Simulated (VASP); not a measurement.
# Au (P6_3/mmc) in VASP: single point with PBE

Aim: the single point of Au with PBE.

Program: VASP 6.6.1. These are calculated values, not measurements. Logs are shortened: lines on timing, memory, paths and dates and some standing lists are left out, and cuts for length are marked.

## (1) The cell of the first run

It takes space group P6_3/mmc (No. 194, hexagonal). Conventional cell: a = 2.950 Å, b = 2.950 Å, c = 4.800 Å, α = 90.00°, β = 90.00°, γ = 120.00°. Within 3.9 Å of Au (site symmetry -6m2) lie 12 Au at 2.94 to 2.95 Å.

This isn't the form of Au at room conditions, which is fcc.

## (2) Single point, PBE

INCAR reads:

```
SYSTEM = Au
ALGO = Normal
EDIFF = 1E-6
ENCUT = 500
GGA = PE
GGA_COMPAT = .FALSE.
ISIF = 2
ISMEAR = 0
LASPH = .TRUE.
LCHARG = .FALSE.
LREAL = .FALSE.
LWAVE = .FALSE.
NBANDS = 18
NELM = 120
PREC = Accurate
SIGMA = 0.05
```

KPOINTS reads:

```
k-points
0
G
  8 8 4
  0 0 0
```

POSCAR reads:

```
Au
1.0
    2.9501219556      0.0000000000      0.0000000000
   -1.4750609778      2.5548805578      0.0000000000
    0.0000000000      0.0000000000      4.7997738681
Au
2
Direct
    0.3333333333      0.6666666667      0.7500000000
    0.6666666667      0.3333333333      0.2500000000
```

Potentials or basis: VASP PAW PBE potentials, release 64 (Au).

The run is started by

```sh
> cat potpaw_PBE.64/Au/POTCAR > POTCAR
> mpirun -np 1 vasp_std > vasp.out
```

OUTCAR:

```text
SYSTEM = Au
   EDIFF = 1E-6
   ENCUT = 500
   GGA = PE
   ISIF = 2
   ISMEAR = 0
   LASPH = .TRUE.
   LREAL = .FALSE.
   NELM = 120
   PREC = Accurate

 ion  position               nearest neighbor table
   1  0.333  0.667  0.750-   2 2.94   2 2.94   2 2.94   2 2.94   2 2.94   2 2.94
   2  0.667  0.333  0.250-   1 2.94   1 2.94   1 2.94   1 2.94   1 2.94   1 2.94

  LATTYP: Found a hexagonal cell.
 ALAT       =     2.9501219556
 C/A-ratio  =     1.6269747286

  Lattice vectors:

 A1 = (   2.9501219556,   0.0000000000,   0.0000000000)
 A2 = (  -1.4750609778,   2.5548805578,   0.0000000000)
 A3 = (   0.0000000000,   0.0000000000,   4.7997738681)

Analysis of symmetry for initial positions (statically):
=====================================================================
 Subroutine PRICEL returns:
 Original cell was already a primitive cell.

 Routine SETGRP: Setting up the symmetry group for a
 hexagonal supercell.

 Subroutine GETGRP returns: Found 24 space group operations
 (whereof 12 operations were pure point group operations)
 out of a pool of 24 trial point group operations.

The static configuration has the point symmetry D_3d.
 The point group associated with its full space group is D_6h.

Analysis of symmetry for dynamics (positions and initial velocities):
=====================================================================
 Subroutine PRICEL returns:
 Original cell was already a primitive cell.

 Routine SETGRP: Setting up the symmetry group for a
 hexagonal supercell.

 Subroutine GETGRP returns: Found 24 space group operations
 (whereof 12 operations were pure point group operations)
 out of a pool of 24 trial point group operations.

The dynamic configuration has the point symmetry D_3d.
 The point group associated with its full space group is D_6h.

 Subroutine INISYM returns: Found 24 space group operations
 (whereof 12 operations are pure point group operations),
 and found     1 'primitive' translations

----------------------------------------------------------------------------------------

                                     Primitive cell

  volume of cell :      36.1769

  direct lattice vectors                    reciprocal lattice vectors
     2.950121956  0.000000000  0.000000000     0.338969038  0.195703865  0.000000000
    -1.475060978  2.554880558  0.000000000     0.000000000  0.391407730  0.000000000
     0.000000000  0.000000000  4.799773868     0.000000000  0.000000000  0.208343149

  length of vectors
     2.950121956  2.950121956  4.799773868     0.391407730  0.391407730  0.208343149

  position of ions in fractional coordinates (direct lattice)
     0.333333333  0.666666667  0.750000000
     0.666666667  0.333333333  0.250000000

  ion indices of the primitive-cell ions
   primitive index   ion index
                 1           1
                 2           2

----------------------------------------------------------------------------------------

 KPOINTS: k-points

Automatic generation of k-mesh.
 Grid dimensions read from file:
 generate k-points for:    8    8    4

 Generating k-lattice:

  Cartesian coordinates                     Fractional coordinates (reciprocal lattice)
     0.042371130  0.024462983  0.000000000     0.125000000  0.000000000  0.000000000
     0.000000000  0.048925966  0.000000000     0.000000000  0.125000000  0.000000000
     0.000000000  0.000000000  0.052085787     0.000000000  0.000000000  0.250000000

  Length of vectors
     0.048925966  0.048925966  0.052085787

  Shift w.r.t. Gamma in fractional coordinates (k-lattice)
     0.000000000  0.000000000  0.000000000

 Subroutine IBZKPT returns following result:
 ===========================================

 Found     30 irreducible k-points:

 Following reciprocal coordinates:
            Coordinates               Weight
  0.000000  0.000000  0.000000      1.000000
  0.125000  0.000000  0.000000      6.000000
  0.250000  0.000000  0.000000      6.000000
  0.375000  0.000000  0.000000      6.000000
  0.500000  0.000000  0.000000      3.000000
  0.125000  0.125000  0.000000      6.000000
[... 16 lines left out ...]
  0.250000  0.000000  0.500000      6.000000
  0.375000  0.000000  0.500000      6.000000
 [... further k-points ...]
   k-points           NKPTS =     30   k-points in BZ     NKDIM =     30   number of bands    NBANDS=     18
   number of dos      NEDOS =    301   number of ions     NIONS =      2
   total plane-waves  NPLWV =  20736
   dimension x,y,z NGX =    24 NGY =   24 NGZ =   36
   dimension x,y,z NGXF=    48 NGYF=   48 NGZF=   72
   ions per type =               2
   NGX,Y,Z   is equivalent  to a cutoff of  13.52, 13.52, 12.47 a.u.
   NGXF,Y,Z  is equivalent  to a cutoff of  27.05, 27.05, 24.94 a.u.
 SYSTEM =  Au
   PREC   = accura    normal or accurate (medium, high low for compatibility)
   ISTART =      0    job   : 0-new  1-cont  2-samecut
   ICHARG =      2    charge: 1-file 2-atom 10-const
   ISPIN  =      1    spin polarized calculation?
   LNONCOLLINEAR =      F non collinear calculations
   LSORBIT =      F    spin-orbit coupling
   LASPH  =      T    aspherical Exc in radial PAW
   ENCUT  =  500.0 eV  36.75 Ry    6.06 a.u.   5.38  5.38  8.75*2*pi/ulx,y,z
   NELM   =    120;   NELMIN=  2; NELMDL= -5     # of ELM steps
   EDIFF  = 0.1E-05   stopping-criterion for ELM
   LREAL  =      F    real-space projection
   EDIFFG = 0.1E-04   stopping-criterion for IOM
   NSW    =      0    number of steps for IOM
   IBRION =     -1    ionic relax: 0-MD 1-quasi-New 2-CG
   NFREE  =      0    steps in history (QN), initial steepest desc. (CG)
   ISIF   =      2    stress and relaxation
   ISYM   =      2    0-nonsym 1-usesym 2-fastsym
   POTIM  = 0.5000    time-step for ionic-motion
   TEBEG  =    0.0;   TEEND  =   0.0 temperature during run
   PSTRESS=    0.0 pullay stress
   NELECT =      22.0000    total number of electrons
   NUPDOWN=      -1.0000    fix difference up-down
   EMIN   =  10.00;   EMAX   =-10.00  energy-range for DOS
   EFERMI =   0.00;   METHOD = LEGACY
   ISMEAR =     0;   SIGMA  =   0.05  broadening in eV -4-tet -1-fermi 0-gaus
   EFERMI_NEDOS =   21; number of points for ismear=-14 and -15
   IALGO  =     38    algorithm
   IMIX   =      4    mixing-type and parameters
     AMIX     =   0.40;   BMIX     =  1.00
     AMIX_MAG =   1.60;   BMIX_MAG =  1.00
  volume/ion in A,a.u.               =      18.09       122.07
  Fermi-wavevector in a.u.,A,eV,Ry     =   1.386986  2.621023 26.173922  1.923729
  Thomas-Fermi vector in A             =   2.511250
   LORBIT       =      0    0 simple, 1 ext, 2 COOP (PROOUT), +10 PAW based schemes
   GGA     = PE    functional components
   LHFCALC =     F    Hartree Fock is set to
   AEXX    =    0.0000 exact exchange contribution
   IVDW    =     0    specifies the selected vdW correction
   LEPSILON=     F    determine dielectric tensor
   LRPA    =     F    only Hartree local field effects (RPA)
 non-spin polarized calculation
 Gauss-broadening in eV      SIGMA  =   0.05
  energy-cutoff  :      500.00
  volume of cell :       36.18
 maximum number of plane-waves:       954
 NGX is ok and might be reduce to    24
   NGX = 11   NGY = 11   NGZ = 17

 number of electron      22.0000001 magnetization

 Free energy of the ion-electron system (eV)
  ---------------------------------------------------
  ext. energy  EPLUGINS =         0.00000000
  ---------------------------------------------------
  free energy    TOTEN  =        -6.39228387 eV

  energy without entropy =       -6.38911480  energy(sigma->0) =       -6.39069933

 E-fermi :   8.3884     XC(G=0): -12.3593

 val. band max:        8.3827250449   @ k =   0.2500   0.2500   0.2500
 cond. band min:       8.5462403803   @ k =   0.5000   0.0000   0.2500
 fundamental gap:      0.1635153355
 Fermi energy:         8.3883921080

 k-point     1 :       0.0000    0.0000    0.0000
  band No.  band energies     occupation
      1      -0.7290      2.00000
      2       1.7367      2.00000
      3       4.1409      2.00000
      4       4.2473      2.00000
      5       4.2473      2.00000
      6       4.5632      2.00000
[... 10 lines left out ...]
     17      25.9339      0.00000
     18      25.9339      0.00000

 k-point     2 :       0.1250    0.0000    0.0000
  band No.  band energies     occupation
      1      -0.2803      2.00000
      2       2.0726      2.00000
      3       3.8647      2.00000
      4       4.3933      2.00000
      5       4.5332      2.00000
      6       4.5629      2.00000
[... 10 lines left out ...]
     17      25.1841      0.00000
     18      26.3172      0.00000

 k-point     3 :       0.2500    0.0000    0.0000
  band No.  band energies     occupation
      1       0.8866      2.00000
      2       2.5617      2.00000
      3       3.6700      2.00000
      4       3.7782      2.00000
      5       4.2035      2.00000
      6       4.4907      2.00000
[... 10 lines left out ...]
     17      24.1122      0.00000
     18      25.0259      0.00000

 k-point     4 :       0.3750    0.0000    0.0000
  band No.  band energies     occupation
      1       1.9388      2.00000
      2       2.3695      2.00000
      3       2.9142      2.00000
      4       4.2078      2.00000
      5       4.3425      2.00000
      6       4.6043      2.00000
[... 375 lines left out ...]
      4       3.6963      2.00000
      5       4.2164      2.00000
      6       4.2164      2.00000
[... 10 lines left out ...]
     17      24.6075      0.00000
     18      24.6075      0.00000

 k-point    23 :       0.2500    0.0000    0.5000
  band No.  band energies     occupation
      1       2.1356      2.00000
      2       2.1356      2.00000
      3       3.4129      2.00000
      4       3.4129      2.00000
      5       4.3462      2.00000
      6       4.3462      2.00000
[... 10 lines left out ...]
     17      24.1483      0.00000
     18      24.1483      0.00000

 k-point    24 :       0.3750    0.0000    0.5000
  band No.  band energies     occupation
      1       2.1377      2.00000
      2       2.1377      2.00000
      3       3.2072      2.00000
      4       3.2072      2.00000
      5       5.1654      2.00000
      6       5.1654      2.00000
[... 10 lines left out ...]
     17      22.3641      0.00000
     18      22.3641      0.00000

 [... further k-points ...]

------------------------ aborting loop because EDIFF is reached ----------------------------------------

  FORCE on cell =-STRESS in cart. coord.  units (eV):
  Direction    XX          YY          ZZ          XY          YZ          ZX
  --------------------------------------------------------------------------------------
  -------------------------------------------------------------------------------------
  Total       -0.0462600     -0.0462600     -0.1121114      0.0000000      0.0000000      0.0000000
  in kB       -2.0487311     -2.0487311     -4.9651103      0.0000000      0.0000000      0.0000000
  external PRESSURE =      -3.0208575 kB  Pullay stress =       0.0000000 kB

 VOLUME and BASIS-vectors are now :
 -----------------------------------------------------------------------------
  energy-cutoff  :      500.00
  volume of cell :       36.18
      direct lattice vectors                 reciprocal lattice vectors
     2.950121956  0.000000000  0.000000000     0.338969038  0.195703865  0.000000000
    -1.475060978  2.554880558  0.000000000     0.000000000  0.391407730  0.000000000
     0.000000000  0.000000000  4.799773868     0.000000000  0.000000000  0.208343149

 POSITION                                       TOTAL-FORCE (eV/Angst)
 -----------------------------------------------------------------------------------
     -0.00000      1.70325      3.59983        -0.000000      0.000000      0.000000
      1.47506      0.85163      1.19994         0.000000      0.000000      0.000000
 -----------------------------------------------------------------------------------
    total drift:                               -0.000000      0.000000     -0.000000

  FREE ENERGIE OF THE ION-ELECTRON SYSTEM (eV)
  ---------------------------------------------------
  free  energy   TOTEN  =        -6.3922838708 eV

  energy  without entropy=       -6.3891147976  energy(sigma->0) =       -6.39069933
```

Wall time 6.4 s (1 thread of Intel Xeon 6975P-C (Granite Rapids), shared host); peak memory 0.15 GiB.

Results:

```yaml
Free_energy: -6.3923 eV
Pressure: -0.3 GPa
Band_gap_on_the_k_mesh: zero (bands 11 and 12 overlap by 5.74 eV)
```

Stress tensor (GPa, compression positive):
```
-0.20  0.00  0.00
 0.00 -0.20  0.00
 0.00  0.00 -0.50
```

Levels at points of the mesh, in eV from the Fermi level:
| k point | band 8 | band 9 | band 10 | band 11 | band 12 | band 13 | band 14 | band 15 |
| --- | --- | --- | --- | --- | --- | --- | --- | --- |
| (0.00, 0.00, 0.00) | -3.39 | -3.39 | -2.01 | -2.01 | -0.54 | 2.90 | 14.55 | 16.32 |
| (0.50, 0.00, 0.00) | -1.83 | -1.73 | -1.63 | 0.39 | 1.40 | 5.94 | 7.24 | 7.37 |
| (0.00, 0.00, 0.50) | -4.22 | -2.44 | -2.44 | -2.44 | -2.44 | 11.05 | 11.05 | 14.81 |
| (0.50, 0.00, 0.50) | -2.19 | -1.71 | -1.71 | 0.67 | 0.67 | 3.71 | 3.71 | 13.20 |

Caveat: spin-orbit coupling is left out, which moves the levels of the heavy elements.
